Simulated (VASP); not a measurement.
# Cu12S in VASP: further runs

Runs on Cu12S. Level: PBE. Tasks: single point.

Program: VASP 6.6.1. These are calculated values, not measurements. Logs are shortened: lines on timing, memory, paths and dates and some standing lists are left out, and cuts for length are marked.

**1. The cell of the first run**

The cell holds a slab with vacuum, 13 atoms: a = 5.132 Å, b = 5.132 Å, c = 19.028 Å, α = 90.00°, β = 90.00°, γ = 90.00°.

**2. Single point, PBE**

File INCAR:

```
SYSTEM = Cu12S
  PREC = Accurate
  ENCUT = 520
  EDIFF = 1E-6
  ISMEAR = 0
  SIGMA = 0.1
  LREAL = .False.
  LASPH = .True.
  NELM = 60
  ALGO = Normal
  ISIF = 2
  LWAVE = .False.
  LCHARG = .False.
  LDIPOL = .True.
  IDIPOL = 3
  DIPOL = 0.5 0.5 0.318
  GGA = PE
  NBANDS = 81
```

File KPOINTS:

```
Automatic mesh
0
Gamma
  5 5 1
  0 0 0
```

File POSCAR:

```
Cu12S
1.0
    5.1319544654      0.0000000000      0.0000000000
    0.0000000000      5.1319544654      0.0000000000
    0.0000000000      0.0000000000     19.0279314150
Cu S
12 1
Direct
    0.2500000000      0.2500000000      0.2102172807
    0.2500000000      0.7500000000      0.2102172807
    0.7500000000      0.2500000000      0.2102172807
    0.7500000000      0.7500000000      0.2102172807
    0.0000000000      0.0000000000      0.3029241254
    0.0000000000      0.5000000000      0.3029241254
    0.5000000000      0.0000000000      0.3029241254
    0.5000000000      0.5000000000      0.3029241254
    0.2500000000      0.2500000000      0.3956253179
    0.2500000000      0.7500000000      0.3956253179
    0.7500000000      0.2500000000      0.3956253179
    0.7500000000      0.7500000000      0.3956253179
    0.2500000000      0.2500000000      0.5032047788
```

Potentials or basis: VASP PAW PBE potentials, release 64 (Cu, S).

Command:

```
> cat potpaw_PBE.64/Cu/POTCAR potpaw_PBE.64/S/POTCAR > POTCAR
> mpirun -np 1 vasp_std > vasp.out
```

OUTCAR:

```text
SYSTEM = Cu12S
   PREC = Accurate
   ENCUT = 520
   EDIFF = 1E-6
   ISMEAR = 0
   LREAL = .False.
   LASPH = .True.
   NELM = 60
   ISIF = 2
   GGA = PE

 ion  position               nearest neighbor table
   1  0.250  0.250  0.210-   5 2.53   6 2.53   7 2.53   8 2.53   2 2.57   3 2.57   2 2.57   3 2.57

   2  0.250  0.750  0.210-   5 2.53   6 2.53   7 2.53   8 2.53   1 2.57   4 2.57   1 2.57   4 2.57

   3  0.750  0.250  0.210-   5 2.53   6 2.53   7 2.53   8 2.53   1 2.57   4 2.57   4 2.57   1 2.57

   4  0.750  0.750  0.210-   5 2.53   6 2.53   7 2.53   8 2.53   2 2.57   3 2.57   3 2.57   2 2.57

   5  0.000  0.000  0.303-   9 2.53  10 2.53  11 2.53  12 2.53   1 2.53   2 2.53   3 2.53   4 2.53
                             6 2.57   7 2.57   6 2.57   7 2.57
   6  0.000  0.500  0.303-   9 2.53  10 2.53  11 2.53  12 2.53   1 2.53   2 2.53   3 2.53   4 2.53
                             5 2.57   8 2.57   5 2.57   8 2.57
   7  0.500  0.000  0.303-   9 2.53  10 2.53  11 2.53  12 2.53   1 2.53   2 2.53   3 2.53   4 2.53
                             5 2.57   8 2.57   8 2.57   5 2.57
   8  0.500  0.500  0.303-   9 2.53  10 2.53  11 2.53  12 2.53   1 2.53   2 2.53   3 2.53   4 2.53
                             6 2.57   7 2.57   7 2.57   6 2.57
   9  0.250  0.250  0.396-  13 2.05   6 2.53   7 2.53   8 2.53   5 2.53  11 2.57  10 2.57  10 2.57
                            11 2.57
  10  0.250  0.750  0.396-   5 2.53   6 2.53   7 2.53   8 2.53   9 2.57  12 2.57   9 2.57  12 2.57

  11  0.750  0.250  0.396-   5 2.53   6 2.53   7 2.53   8 2.53   9 2.57  12 2.57  12 2.57   9 2.57

  12  0.750  0.750  0.396-   5 2.53   6 2.53   7 2.53   8 2.53  10 2.57  11 2.57  11 2.57  10 2.57

  13  0.250  0.250  0.503-   9 2.05

  LATTYP: Found a simple tetragonal cell.
 ALAT       =     5.1319544654
 C/A-ratio  =     3.7077358233

  Lattice vectors:

 A1 = (   5.1319544654,   0.0000000000,   0.0000000000)
 A2 = (   0.0000000000,   5.1319544654,   0.0000000000)
 A3 = (   0.0000000000,   0.0000000000,  19.0279314150)

Analysis of symmetry for initial positions (statically):
=====================================================================
 Subroutine PRICEL returns:
 Original cell was already a primitive cell.

 Routine SETGRP: Setting up the symmetry group for a
 simple tetragonal supercell.

 Subroutine GETGRP returns: Found  8 space group operations
 (whereof  2 operations were pure point group operations)
 out of a pool of 16 trial point group operations.

The static configuration has the point symmetry C_1h.
 The point group associated with its full space group is C_4v.

Analysis of symmetry for dynamics (positions and initial velocities):
=====================================================================
 Subroutine PRICEL returns:
 Original cell was already a primitive cell.

 Routine SETGRP: Setting up the symmetry group for a
 simple tetragonal supercell.

 Subroutine GETGRP returns: Found  8 space group operations
 (whereof  2 operations were pure point group operations)
 out of a pool of 16 trial point group operations.

The dynamic configuration has the point symmetry C_1h.
 The point group associated with its full space group is C_4v.

 Subroutine INISYM returns: Found  8 space group operations
 (whereof  2 operations are pure point group operations),
 and found     1 'primitive' translations

----------------------------------------------------------------------------------------

                                     Primitive cell

  volume of cell :     501.1378

  direct lattice vectors                    reciprocal lattice vectors
     5.131954465  0.000000000  0.000000000     0.194857536  0.000000000  0.000000000
     0.000000000  5.131954465  0.000000000     0.000000000  0.194857536  0.000000000
     0.000000000  0.000000000 19.027931415     0.000000000  0.000000000  0.052554320

  length of vectors
     5.131954465  5.131954465 19.027931415     0.194857536  0.194857536  0.052554320

  position of ions in fractional coordinates (direct lattice)
     0.250000000  0.250000000  0.210217281
     0.250000000  0.750000000  0.210217281
     0.750000000  0.250000000  0.210217281
     0.750000000  0.750000000  0.210217281
     0.000000000  0.000000000  0.302924125
     0.000000000  0.500000000  0.302924125
     0.500000000  0.000000000  0.302924125
     0.500000000  0.500000000  0.302924125
     0.250000000  0.250000000  0.395625318
     0.250000000  0.750000000  0.395625318
     0.750000000  0.250000000  0.395625318
     0.750000000  0.750000000  0.395625318
     0.250000000  0.250000000  0.503204779

  ion indices of the primitive-cell ions
   primitive index   ion index
                 1           1
                 2           2
                 3           3
                 4           4
                 5           5
                 6           6
                 7           7
                 8           8
                 9           9
                10          10
                11          11
                12          12
                13          13

----------------------------------------------------------------------------------------

 KPOINTS: Automatic mesh

Automatic generation of k-mesh.
 Grid dimensions read from file:
 generate k-points for:    5    5    1

 Generating k-lattice:

  Cartesian coordinates                     Fractional coordinates (reciprocal lattice)
     0.038971507  0.000000000  0.000000000     0.200000000  0.000000000  0.000000000
     0.000000000  0.038971507  0.000000000     0.000000000  0.200000000  0.000000000
     0.000000000  0.000000000  0.052554320     0.000000000  0.000000000  1.000000000

  Length of vectors
     0.038971507  0.038971507  0.052554320

  Shift w.r.t. Gamma in fractional coordinates (k-lattice)
     0.000000000  0.000000000  0.000000000

 Subroutine IBZKPT returns following result:
 ===========================================

 Found      6 irreducible k-points:

 Following reciprocal coordinates:
            Coordinates               Weight
  0.000000  0.000000  0.000000      1.000000
  0.200000  0.000000  0.000000      4.000000
  0.400000  0.000000  0.000000      4.000000
  0.200000  0.200000  0.000000      4.000000
  0.400000  0.200000  0.000000      8.000000
  0.400000  0.400000  0.000000      4.000000
   k-points           NKPTS =      6   k-points in BZ     NKDIM =      6   number of bands    NBANDS=     81
   number of dos      NEDOS =    301   number of ions     NIONS =     13
   total plane-waves  NPLWV = 230400
   dimension x,y,z NGX =    40 NGY =   40 NGZ =  144
   dimension x,y,z NGXF=    80 NGYF=   80 NGZF=  288
   ions per type =              12   1
   NGX,Y,Z   is equivalent  to a cutoff of  12.96, 12.96, 12.58 a.u.
   NGXF,Y,Z  is equivalent  to a cutoff of  25.92, 25.92, 25.16 a.u.
 SYSTEM =  Cu12S
   PREC   = accura    normal or accurate (medium, high low for compatibility)
   ISTART =      0    job   : 0-new  1-cont  2-samecut
   ICHARG =      2    charge: 1-file 2-atom 10-const
   ISPIN  =      1    spin polarized calculation?
   LNONCOLLINEAR =      F non collinear calculations
   LSORBIT =      F    spin-orbit coupling
   LASPH  =      T    aspherical Exc in radial PAW
   ENCUT  =  520.0 eV  38.22 Ry    6.18 a.u.   9.54  9.54 35.38*2*pi/ulx,y,z
   NELM   =     60;   NELMIN=  2; NELMDL= -5     # of ELM steps
   EDIFF  = 0.1E-05   stopping-criterion for ELM
   LREAL  =      F    real-space projection
   EDIFFG = 0.1E-04   stopping-criterion for IOM
   NSW    =      0    number of steps for IOM
   IBRION =     -1    ionic relax: 0-MD 1-quasi-New 2-CG
   NFREE  =      0    steps in history (QN), initial steepest desc. (CG)
   ISIF   =      2    stress and relaxation
   ISYM   =      2    0-nonsym 1-usesym 2-fastsym
   POTIM  = 0.5000    time-step for ionic-motion
   TEBEG  =    0.0;   TEEND  =   0.0 temperature during run
   PSTRESS=    0.0 pullay stress
   NELECT =     138.0000    total number of electrons
   NUPDOWN=      -1.0000    fix difference up-down
   EMIN   =  10.00;   EMAX   =-10.00  energy-range for DOS
   EFERMI =   0.00;   METHOD = LEGACY
   ISMEAR =     0;   SIGMA  =   0.10  broadening in eV -4-tet -1-fermi 0-gaus
   EFERMI_NEDOS =   21; number of points for ismear=-14 and -15
   IALGO  =     38    algorithm
   IMIX   =      4    mixing-type and parameters
     AMIX     =   0.40;   BMIX     =  1.00
     AMIX_MAG =   1.60;   BMIX_MAG =  1.00
  volume/ion in A,a.u.               =      38.55       260.14
  Fermi-wavevector in a.u.,A,eV,Ry     =   1.065080  2.012709 15.434380  1.134395
  Thomas-Fermi vector in A             =   2.200620
   LORBIT       =      0    0 simple, 1 ext, 2 COOP (PROOUT), +10 PAW based schemes
   GGA     = PE    functional components
   LHFCALC =     F    Hartree Fock is set to
   AEXX    =    0.0000 exact exchange contribution
   IVDW    =     0    specifies the selected vdW correction
   LEPSILON=     F    determine dielectric tensor
   LRPA    =     F    only Hartree local field effects (RPA)
 non-spin polarized calculation
 Gauss-broadening in eV      SIGMA  =   0.10
  energy-cutoff  :      520.00
  volume of cell :      501.14
 maximum number of plane-waves:     13595
 NGX is ok and might be reduce to    40
   NGX = 19   NGY = 19   NGZ = 71

 dipolmoment           0.000000      0.000000     -0.360095 electrons x Angstroem

 number of electron     137.9999785 magnetization

 dipolmoment           0.000000      0.000000      0.224135 electrons x Angstroem

 Free energy of the ion-electron system (eV)
  ---------------------------------------------------
  ext. energy  EPLUGINS =         0.00000000
  ---------------------------------------------------
  free energy    TOTEN  =       -43.99327527 eV

  energy without entropy =      -43.94718363  energy(sigma->0) =      -43.97022945

 E-fermi :  -1.1757     XC(G=0):  -5.0210

 val. band max:       -1.2045635122   @ k =   0.2000   0.0000   0.0000
 cond. band min:      -1.1726427296   @ k =   0.4000   0.4000   0.0000
 fundamental gap:      0.0319207826
 Fermi energy:        -1.1756613498

 k-point     1 :       0.0000    0.0000    0.0000
  band No.  band energies     occupation
      1     -12.8145      2.00000
      2      -9.5120      2.00000
      3      -6.9523      2.00000
      4      -6.0454      2.00000
      5      -6.0454      2.00000
      6      -5.8452      2.00000
[... 73 lines left out ...]
     80       3.2750      0.00000
     81       4.2252      0.00000

 k-point     2 :       0.2000    0.0000    0.0000
  band No.  band energies     occupation
      1     -12.8042      2.00000
      2      -9.2847      2.00000
      3      -6.7655      2.00000
      4      -6.5531      2.00000
      5      -5.8970      2.00000
      6      -5.7530      2.00000
[... 73 lines left out ...]
     80       3.5028      0.00000
     81       3.8181      0.00000

 k-point     3 :       0.4000    0.0000    0.0000
  band No.  band energies     occupation
      1     -12.7874      2.00000
      2      -8.6242      2.00000
      3      -7.6215      2.00000
      4      -6.2903      2.00000
      5      -5.8518      2.00000
      6      -5.5462      2.00000
[... 73 lines left out ...]
     80       3.5518      0.00000
     81       3.8911      0.00000

 k-point     4 :       0.2000    0.2000    0.0000
  band No.  band energies     occupation
      1     -12.7945      2.00000
      2      -9.0588      2.00000
      3      -6.5793      2.00000
      4      -6.3972      2.00000
      5      -6.3811      2.00000
      6      -5.6969      2.00000
[... 73 lines left out ...]
     80       3.2577      0.00000
     81       3.7311      0.00000

 k-point     5 :       0.4000    0.2000    0.0000
  band No.  band energies     occupation
      1     -12.7788      2.00000
      2      -8.4051      2.00000
      3      -7.4215      2.00000
      4      -6.1109      2.00000
      5      -5.9984      2.00000
      6      -5.7156      2.00000
[... 73 lines left out ...]
     80       4.0060      0.00000
     81       4.0923      0.00000

 k-point     6 :       0.4000    0.4000    0.0000
  band No.  band energies     occupation
      1     -12.7647      2.00000
      2      -7.7803      2.00000
      3      -6.8818      2.00000
      4      -6.8726      2.00000
      5      -6.1959      2.00000
      6      -5.6698      2.00000
[... 73 lines left out ...]
     80       4.6318      0.00000
     81       4.7260      0.00000

------------------------ aborting loop because EDIFF is reached ----------------------------------------

 vacuum level on the upper side and lower side of the slab       (xc-potential included)         0.577        -0.887

  FORCE on cell =-STRESS in cart. coord.  units (eV):
  Direction    XX          YY          ZZ          XY          YZ          ZX
  --------------------------------------------------------------------------------------
  -------------------------------------------------------------------------------------
  Total       -4.0829626     -4.0829626      1.2949328      0.0000000      0.0000000      0.0000000
  in kB      -13.0535555    -13.0535555      4.1400031      0.0000000      0.0000000      0.0000000
  external PRESSURE =      -7.3223693 kB  Pullay stress =       0.0000000 kB

 VOLUME and BASIS-vectors are now :
 -----------------------------------------------------------------------------
  energy-cutoff  :      520.00
  volume of cell :      501.14
      direct lattice vectors                 reciprocal lattice vectors
     5.131954465  0.000000000  0.000000000     0.194857536  0.000000000  0.000000000
     0.000000000  5.131954465  0.000000000     0.000000000  0.194857536  0.000000000
     0.000000000  0.000000000 19.027931415     0.000000000  0.000000000  0.052554320

 POSITION                                       TOTAL-FORCE (eV/Angst)
 -----------------------------------------------------------------------------------
      1.28299      1.28299      4.00000         0.000000     -0.000000      0.022434
      1.28299      3.84897      4.00000         0.000000     -0.000000     -0.030598
      3.84897      1.28299      4.00000         0.000000     -0.000000     -0.030598
      3.84897      3.84897      4.00000         0.000000     -0.000000     -0.044118
      0.00000      0.00000      5.76402        -0.001698     -0.001698     -0.158773
      0.00000      2.56598      5.76402        -0.001698      0.001698     -0.158773
      2.56598      0.00000      5.76402         0.001698     -0.001698     -0.158773
      2.56598      2.56598      5.76402         0.001698      0.001698     -0.158773
      1.28299      1.28299      7.52793         0.000000     -0.000000     -0.283209
      1.28299      3.84897      7.52793         0.000000     -0.000000      0.532345
      3.84897      1.28299      7.52793        -0.000000     -0.000000      0.532345
      3.84897      3.84897      7.52793        -0.000000     -0.000000     -0.053140
      1.28299      1.28299      9.57495        -0.000000     -0.000000     -0.010372
 -----------------------------------------------------------------------------------
    total drift:                               -0.000000      0.000000     -0.000350

  FREE ENERGIE OF THE ION-ELECTRON SYSTEM (eV)
  ---------------------------------------------------
  free  energy   TOTEN  =       -43.9932752678 eV

  energy  without entropy=      -43.9471836277  energy(sigma->0) =      -43.97022945

 vacuum level on the upper side and lower side of the slab         4.739         3.227
```

Run time: 6.9 min. Hardware: 1 thread of AMD EPYC 9R45 (Zen 5), shared host; peak memory 0.57 GiB.

What came out:

* Free energy: -43.9933 eV
* Largest force: 0.532 eV/Å
* Band gap on the k mesh: zero (bands 69 and 70 overlap by 0.68 eV)

Forces in eV/Å, atoms in the order of the input:
```
Cu   0.000  0.000  0.022
Cu   0.000  0.000 -0.031
Cu   0.000  0.000 -0.031
Cu   0.000  0.000 -0.044
Cu  -0.002 -0.002 -0.159
Cu  -0.002  0.002 -0.159
Cu   0.002 -0.002 -0.159
Cu   0.002  0.002 -0.159
Cu   0.000  0.000 -0.283
Cu   0.000  0.000  0.532
Cu   0.000  0.000  0.532
Cu   0.000  0.000 -0.053
S    0.000  0.000 -0.010
```

**3. Single point, PBE**

File INCAR:

```
PREC = Accurate
ENCUT = 520
EDIFF = 1E-6
ISMEAR = 0
SIGMA = 0.1
LREAL = F
LASPH = T
NELM = 100
ALGO = Normal
ISIF = 2
LWAVE = F
LCHARG = T
LDIPOL = T
IDIPOL = 3
DIPOL = 0.5 0.5 0.316
GGA = PE
LELF = T
LVHAR = T
LVACPOTAV = T
NBANDS = 81
```

File KPOINTS:

```
Automatic mesh
0
Gamma
  5 5 1
```

POSCAR, as its differences from that of step 2:

```diff
@@ -20,2 +20,2 @@
     0.7500000000      0.7500000000      0.3956253179
-    0.2500000000      0.2500000000      0.5032047788
+    0.5000000000      0.5000000000      0.4676028416
```

Potentials or basis: VASP PAW PBE potentials, release 64 (Cu, S).

Command:

```
> cat potpaw_PBE.64/Cu/POTCAR potpaw_PBE.64/S/POTCAR > POTCAR
> mpirun -np 1 vasp_std > vasp.out
```

Wall time 6.5 min (1 thread of AMD EPYC 9R45 (Zen 5), shared host); peak memory 0.54 GiB.

It converged, with:

- Free energy: -45.7881 eV
- Largest force: 0.724 eV/Å
- Band gap on the k mesh: zero (bands 69 and 70 overlap by 0.69 eV)

Forces on the atoms (eV/Å):
```
Cu   0.019  0.019 -0.014
Cu   0.019 -0.019 -0.014
Cu  -0.019  0.019 -0.014
Cu  -0.019 -0.019 -0.014
Cu   0.000  0.000  0.189
Cu   0.000  0.000 -0.136
Cu   0.000  0.000 -0.136
Cu   0.000  0.000 -0.724
Cu  -0.223 -0.223  0.211
Cu  -0.223  0.223  0.211
Cu   0.223 -0.223  0.211
Cu   0.223  0.223  0.211
S    0.000  0.000  0.021
```

Levels at points of the mesh, in eV from the Fermi level:
```csv
k point,band 66,band 67,band 68,band 69,band 70,band 71,band 72,band 73
"(0.00, 0.00, 0.00)",-1.05,-0.60,-0.29,-0.29,-0.24,-0.05,-0.04,1.39
```

The gap in the log of VASP goes by the Fermi energy; the results here count the filled bands.